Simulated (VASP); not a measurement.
Crystal: KI.

```
CELL_PARAMETERS angstrom
0.00000 3.96589 3.96589
3.96589 0.00000 3.96589
3.96589 3.96589 0.00000
ATOMIC_POSITIONS crystal
K 0.00000 0.00000 0.00000
I 0.25000 0.25000 0.25000
```

Program: VASP 6.6.1. Alike in all runs: task single point; potentials or basis VASP PAW PBE potentials, release 64 (K_sv, I); no spin polarisation; cell as given; k mesh 4 × 4 × 4; cutoff (eV) 520; smearing gaussian 0.01 eV.

Problem. Order these runs on this cell by their band gap on the k mesh, lowest first.
A. level PBE
B. level PBE0; grid for exact exchange (PRECFOCK) Normal; share of exact exchange 0.25
C. level HSE06; grid for exact exchange (PRECFOCK) Normal; share of exact exchange 0.25; screening parameter 0.2079 1/Å
D. level r2SCAN

Solution. A (3.93 eV), D (4.47 eV), C (4.88 eV), B (5.60 eV).

Caveats: spin-orbit coupling is left out, which moves the levels of the heavy elements.
